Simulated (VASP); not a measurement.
# Ni (Im-3m) in VASP: further runs, part 2 of 3

VASP 6.6.1. Earlier steps stand in the parts before.

## Step 3: Single point, r2SCAN, collinear spin, ferromagnetic start

Contents of POSCAR:

```
Ni
1.0
   -1.3837154700      1.3837154700      1.3837154700
    1.3837154700     -1.3837154700      1.3837154700
    1.3837154700      1.3837154700     -1.3837154700
Ni
1
Direct
    0.0000000000      0.0000000000      0.0000000000
```

Contents of INCAR.step1:

```
SYSTEM = Ni
PREC = Accurate
ENCUT = 520
ISMEAR = 0
SIGMA = 0.1
LREAL = .False.
LASPH = .True.
NELM = 150
ISPIN = 2
MAGMOM = 0.76
LMAXMIX = 4
NBANDS = 15
GGA = PE
ALGO = Normal
EDIFF = 1E-4
LWAVE = .True.
LCHARG = .False.
```

Contents of INCAR.step2:

```
SYSTEM = Ni
PREC = Accurate
ENCUT = 520
EDIFF = 1E-7
ISMEAR = 0
SIGMA = 0.1
LREAL = .False.
LASPH = .True.
NELM = 150
ALGO = Normal
ISIF = 2
LWAVE = .False.
LCHARG = .True.
ISPIN = 2
MAGMOM = 0.76
LORBIT = 11
LMAXMIX = 4
METAGGA = R2SCAN
LMIXTAU = .True.
LELF = .True.
LVHAR = .True.
NBANDS = 15
ISTART = 1
```

Contents of KPOINTS:

```
Automatic mesh
0
Gamma
  22 22 22
  0 0 0
```

Potentials or basis: VASP PAW PBE potentials, release 64 (Ni).

Started as:

```bash
> cat potpaw_PBE.64/Ni/POTCAR > POTCAR
> cp INCAR.step1 INCAR
> mpirun -np 1 vasp_std > vasp.out
> cp INCAR.step2 INCAR
> mpirun -np 1 vasp_std > vasp.out
```

OUTCAR:

```text
SYSTEM = Ni
   PREC = Accurate
   ENCUT = 520
   EDIFF = 1E-7
   ISMEAR = 0
   LREAL = .False.
   LASPH = .True.
   NELM = 150
   ISIF = 2
   ISPIN = 2
   LORBIT = 11
   METAGGA = R2SCAN
   ISTART = 1

 ion  position               nearest neighbor table
   1  0.000  0.000  0.000-

  LATTYP: Found a body centered cubic cell.
 ALAT       =     2.7674309400

  Lattice vectors:

 A1 = (  -1.3837154700,   1.3837154700,   1.3837154700)
 A2 = (   1.3837154700,  -1.3837154700,   1.3837154700)
 A3 = (   1.3837154700,   1.3837154700,  -1.3837154700)

Analysis of symmetry for initial positions (statically):
=====================================================================
 Subroutine PRICEL returns:
 Original cell was already a primitive cell.

 Routine SETGRP: Setting up the symmetry group for a
 body centered cubic supercell.

 Subroutine GETGRP returns: Found 48 space group operations
 (whereof 48 operations were pure point group operations)
 out of a pool of 48 trial point group operations.

The static configuration has the point symmetry O_h .

Analysis of symmetry for dynamics (positions and initial velocities):
=====================================================================
 Subroutine PRICEL returns:
 Original cell was already a primitive cell.

 Routine SETGRP: Setting up the symmetry group for a
 body centered cubic supercell.

 Subroutine GETGRP returns: Found 48 space group operations
 (whereof 48 operations were pure point group operations)
 out of a pool of 48 trial point group operations.

The dynamic configuration has the point symmetry O_h .

Analysis of structural, dynamic, and magnetic symmetry:
=====================================================================
 Subroutine PRICEL returns:
 Original cell was already a primitive cell.

 Routine SETGRP: Setting up the symmetry group for a
 body centered cubic supercell.

 Subroutine GETGRP returns: Found 48 space group operations
 (whereof 48 operations were pure point group operations)
 out of a pool of 48 trial point group operations.

The overall configuration has the point symmetry O_h .

 Subroutine INISYM returns: Found 48 space group operations
 (whereof 48 operations are pure point group operations),
[... 154 lines left out ...]
      1       0.0861      1.00000
      2       6.7827      1.00000
      3       6.7829      1.00000
      4       6.7829      1.00000
      5       8.3470      1.00000
      6       8.3470      1.00000
      7      37.2466      0.00000
      8      37.2468      0.00000
      9      37.2468      0.00000
     10      42.4547      0.00000
     11      42.4547      0.00000
     12      43.9688      0.00000
     13      43.9690      0.00000
     14      43.9690      0.00000
[... 403 lines left out ...]
      4       7.5532      1.00000
      5       8.0786      1.00000
      6       8.4145      1.00000
      7      29.7894      0.00000
      8      31.6923      0.00000
      9      35.5754      0.00000
     10      37.2492      0.00000
     11      40.7683      0.00000
     12      42.0179      0.00000
     13      46.4498      0.00000
     14      47.0529      0.00000
     15      50.9365      0.00000

 [... further k-points ...]

 spin component 2

 k-point     1 :       0.0000    0.0000    0.0000
  band No.  band energies     occupation
      1      -0.0942      1.00000
      2       7.9233      1.00000
      3       7.9233      1.00000
      4       7.9235      1.00000
      5       8.9592      1.00000
      6       8.9592      1.00000
      7      37.2145      0.00000
      8      37.2145      0.00000
      9      37.2146      0.00000
     10      42.4444      0.00000
     11      42.4444      0.00000
     12      44.3466      0.00000
     13      44.3466      0.00000
     14      44.3466      0.00000
[... 403 lines left out ...]
      4       8.7213      1.00000
      5       8.7408      1.00000
      6       9.0410      1.00000
      7      29.8877      0.00000
      8      31.8037      0.00000
      9      35.8279      0.00000
     10      37.2976      0.00000
     11      40.9269      0.00000
     12      42.2484      0.00000
     13      46.7420      0.00000
     14      47.2092      0.00000
     15      51.7332      0.00000

 [... further k-points ...]
[... 5 lines left out ...]
  --------------------------------------------------------------------------------------
  -------------------------------------------------------------------------------------
  Total        0.0031274      0.0031274      0.0031274      0.0000000      0.0000000      0.0000000
  in kB        0.4728248      0.4728248      0.4728248      0.0000000      0.0000000      0.0000000
  external PRESSURE =       0.4728248 kB  Pullay stress =       0.0000000 kB

 VOLUME and BASIS-vectors are now :
 -----------------------------------------------------------------------------
  energy-cutoff  :      520.00
  volume of cell :       10.60
      direct lattice vectors                 reciprocal lattice vectors
    -1.383715470  1.383715470  1.383715470     0.000000000  0.361345964  0.361345964
     1.383715470 -1.383715470  1.383715470     0.361345964  0.000000000  0.361345964
     1.383715470  1.383715470 -1.383715470     0.361345964  0.361345964  0.000000000

 POSITION                                       TOTAL-FORCE (eV/Angst)
 -----------------------------------------------------------------------------------
      0.00000      0.00000      0.00000        -0.000000      0.000000      0.000000
 -----------------------------------------------------------------------------------
    total drift:                                0.000000      0.000000      0.000000

  FREE ENERGIE OF THE ION-ELECTRON SYSTEM (eV)
  ---------------------------------------------------
  free  energy   TOTEN  =       -11.8338430915 eV

  energy  without entropy=      -11.8275850079  energy(sigma->0) =      -11.83071405

 total charge

# of ion       s       p       d       tot
------------------------------------------
    1        0.516   0.526   8.357   9.399

 magnetization (x)

# of ion       s       p       d       tot
------------------------------------------
    1       -0.008  -0.030   0.678   0.640
```

OUTCAR.step1:

```text
SYSTEM = Ni
   PREC = Accurate
   ENCUT = 520
   ISMEAR = 0
   LREAL = .False.
   LASPH = .True.
   NELM = 150
[... 1102 lines left out ...]
 -----------------------------------------------------------------------------------
      0.00000      0.00000      0.00000         0.000000      0.000000      0.000000
 -----------------------------------------------------------------------------------
    total drift:                                0.000000      0.000000      0.000000

  FREE ENERGIE OF THE ION-ELECTRON SYSTEM (eV)
  ---------------------------------------------------
  free  energy   TOTEN  =        -5.3721323980 eV

  energy  without entropy=       -5.3654197501  energy(sigma->0) =       -5.36877607
```

Run time: 3.9 min. Hardware: 1 thread of Intel Xeon Platinum 8488C (Sapphire Rapids), shared host; peak memory 0.19 GiB.

What came out:

| Property | Result |
| --- | --- |
| Free energy | -11.8338 eV |
| Pressure | 0.0 GPa |
| Net moment | 0.62 μB per cell |
| Site moments | Ni +0.64 μB |
| Valence electrons inside the program's atomic spheres | Ni 9.40 |

Caveat: the PAW data sets were made with another functional, which shifts forces and pressure a little.

## Step 4: Single point, r2SCAN, collinear spin, ferromagnetic start (10.90 Å³/atom)

This run uses another cell than the first one, of 10.90 Å³/atom.

Contents of POSCAR:

```
Ni
1.0
   -1.3967324553      1.3967324553      1.3967324553
    1.3967324553     -1.3967324553      1.3967324553
    1.3967324553      1.3967324553     -1.3967324553
Ni
1
Direct
    0.0000000000      0.0000000000      0.0000000000
```

Contents of INCAR.step1:

```
PREC = Accurate ; ENCUT = 520
ISMEAR = 0 ; SIGMA = 0.1
LREAL = False ; LASPH = True
NELM = 150 ; ISPIN = 2
MAGMOM = 0.76 ; LMAXMIX = 4
NBANDS = 15 ; GGA = PE
ALGO = Normal ; EDIFF = 1E-4
LWAVE = True ; LCHARG = False
```

Contents of INCAR.step2:

```
PREC = Accurate ; ENCUT = 520
EDIFF = 1E-6 ; ISMEAR = 0
SIGMA = 0.1 ; LREAL = False
LASPH = True ; NELM = 150
ALGO = Normal ; ISIF = 2
LWAVE = False ; LCHARG = True
ISPIN = 2 ; MAGMOM = 0.76
LORBIT = 11 ; LMAXMIX = 4
METAGGA = R2SCAN ; LMIXTAU = True
LELF = True ; LVHAR = True
NBANDS = 15 ; ISTART = 1
```

Contents of KPOINTS:

```
Automatic mesh
0
Gamma
  22 22 22
```

Potentials or basis: VASP PAW PBE potentials, release 64 (Ni).

Started as:

```bash
> cat potpaw_PBE.64/Ni/POTCAR > POTCAR
> cp INCAR.step1 INCAR
> mpirun -np 1 vasp_std > vasp.out
> cp INCAR.step2 INCAR
> mpirun -np 1 vasp_std > vasp.out
```

OUTCAR:

```text
PREC = Accurate
   ENCUT = 520
   EDIFF = 1E-6
   ISMEAR = 0
   LREAL = False
   LASPH = True
   NELM = 150
   ISIF = 2
   ISPIN = 2
   LORBIT = 11
   METAGGA = R2SCAN
   ISTART = 1

 ion  position               nearest neighbor table
   1  0.000  0.000  0.000-

  LATTYP: Found a body centered cubic cell.
 ALAT       =     2.7934649106

  Lattice vectors:

 A1 = (  -1.3967324553,   1.3967324553,   1.3967324553)
 A2 = (   1.3967324553,  -1.3967324553,   1.3967324553)
 A3 = (   1.3967324553,   1.3967324553,  -1.3967324553)

Analysis of symmetry for initial positions (statically):
=====================================================================
 Subroutine PRICEL returns:
 Original cell was already a primitive cell.

 Routine SETGRP: Setting up the symmetry group for a
 body centered cubic supercell.

 Subroutine GETGRP returns: Found 48 space group operations
 (whereof 48 operations were pure point group operations)
 out of a pool of 48 trial point group operations.

The static configuration has the point symmetry O_h .

Analysis of symmetry for dynamics (positions and initial velocities):
[... 622 lines left out ...]
      4       7.6107      1.00000
      5       8.5812      1.00000
      6       8.5812      1.00000
      7      36.5065      0.00000
      8      36.5065      0.00000
      9      36.5066      0.00000
     10      41.5460      0.00000
     11      41.5460      0.00000
     12      43.1576      0.00000
     13      43.1576      0.00000
     14      43.1576      0.00000
[... 403 lines left out ...]
      4       8.3627      1.00000
      5       8.3903      1.00000
      6       8.6595      1.00000
      7      29.1610      0.00000
      8      31.0371      0.00000
      9      34.8989      0.00000
     10      36.5239      0.00000
     11      39.9874      0.00000
     12      41.2508      0.00000
     13      45.6853      0.00000
     14      46.2041      0.00000
     15      50.6526      0.00000

 [... further k-points ...]
[... 5 lines left out ...]
  --------------------------------------------------------------------------------------
  -------------------------------------------------------------------------------------
  Total       -0.3605279     -0.3605279     -0.3605279      0.0000000      0.0000000     -0.0000000
  in kB      -52.9968137    -52.9968137    -52.9968137      0.0000000      0.0000000     -0.0000000
  external PRESSURE =     -52.9968137 kB  Pullay stress =       0.0000000 kB

 VOLUME and BASIS-vectors are now :
 -----------------------------------------------------------------------------
  energy-cutoff  :      520.00
  volume of cell :       10.90
      direct lattice vectors                 reciprocal lattice vectors
    -1.396732455  1.396732455  1.396732455     0.000000000  0.357978365  0.357978365
     1.396732455 -1.396732455  1.396732455     0.357978365  0.000000000  0.357978365
     1.396732455  1.396732455 -1.396732455     0.357978365  0.357978365  0.000000000

 POSITION                                       TOTAL-FORCE (eV/Angst)
 -----------------------------------------------------------------------------------
      0.00000      0.00000      0.00000         0.000000      0.000000     -0.000000
 -----------------------------------------------------------------------------------
    total drift:                                0.000000      0.000000      0.000000

  FREE ENERGIE OF THE ION-ELECTRON SYSTEM (eV)
  ---------------------------------------------------
  free  energy   TOTEN  =       -11.8286617777 eV

  energy  without entropy=      -11.8222733959  energy(sigma->0) =      -11.82546759

 total charge

# of ion       s       p       d       tot
------------------------------------------
    1        0.504   0.500   8.343   9.348

 magnetization (x)

# of ion       s       p       d       tot
------------------------------------------
    1       -0.008  -0.030   0.692   0.654
```

OSZICAR.step1:

```text
N       E                     dE             d eps       ncg     rms          rms(c)
DAV:   1     0.329195733543E+02    0.32920E+02   -0.42358E+03 20857   0.858E+02
DAV:   2    -0.491315830476E+01   -0.37833E+02   -0.35278E+02 22480   0.162E+02
DAV:   3    -0.633754504585E+01   -0.14244E+01   -0.14052E+01 24062   0.307E+01
DAV:   4    -0.634616220845E+01   -0.86172E-02   -0.86153E-02 23955   0.228E+00
DAV:   5    -0.634626849158E+01   -0.10628E-03   -0.10628E-03 24455   0.224E-01    0.959E+00
DAV:   6    -0.568945852250E+01    0.65681E+00   -0.12263E+01 28626   0.381E+01    0.560E+00
DAV:   7    -0.539714111457E+01    0.29232E+00   -0.21409E+00 26682   0.144E+01    0.193E+00
DAV:   8    -0.538224382414E+01    0.14897E-01   -0.26722E-02 26913   0.112E+00    0.872E-01
DAV:   9    -0.538039158814E+01    0.18522E-02   -0.13374E-03 31803   0.208E-01    0.228E-01
DAV:  10    -0.538002547185E+01    0.36612E-03   -0.30623E-04 22696   0.837E-02    0.334E-02
DAV:  11    -0.538002662646E+01   -0.11546E-05   -0.45509E-05 16106   0.546E-02
   1 F= -.53800266E+01 E0= -.53765658E+01  d E =-.692172E-02  mag=     0.5396
```

Run time: 3.6 min. Hardware: 1 thread of Intel Xeon Platinum 8488C (Sapphire Rapids), shared host; peak memory 0.19 GiB.

What came out:

```yaml
Free_energy: -11.8287 eV
Pressure: -5.3 GPa
Net_moment: 0.64 μB per cell
Site_moments: Ni +0.65 μB
Valence_electrons_inside_the_program's_atomic_spheres: Ni 9.35
```

Levels at points of the mesh, in eV from the Fermi level:
Spin up:
```csv
k point,band 1,band 2,band 3,band 4,band 5,band 6,band 7,band 8,band 9,band 10
"(0.00, 0.00, 0.00)",-9.21,-2.65,-2.65,-2.65,-1.13,-1.13,27.45,27.45,27.45,32.46
"(0.50, 0.00, 0.00)",-4.91,-3.57,-1.24,-0.98,-0.41,0.26,6.59,19.87,20.91,24.41
"(0.50, 0.50, 0.50)",-4.47,-4.47,-0.63,-0.63,-0.63,10.21,10.21,10.21,15.95,15.95
```
Spin down:
```tsv
k point	band 2	band 3	band 4	band 5	band 6	band 7	band 8	band 9
(0.00, 0.00, 0.00)	-1.49	-1.49	-1.49	-0.52	-0.52	27.41	27.41	27.41
(0.50, 0.00, 0.00)	-2.52	-0.43	-0.34	0.08	0.92	7.13	19.81	21.13
(0.50, 0.50, 0.50)	-4.10	0.68	0.68	0.68	10.23	10.23	10.23	16.03
```

Caveat: the cell stands under tension; the PAW data sets were made with another functional, which shifts forces and pressure a little.

(Part 2 of 3 ends here.)
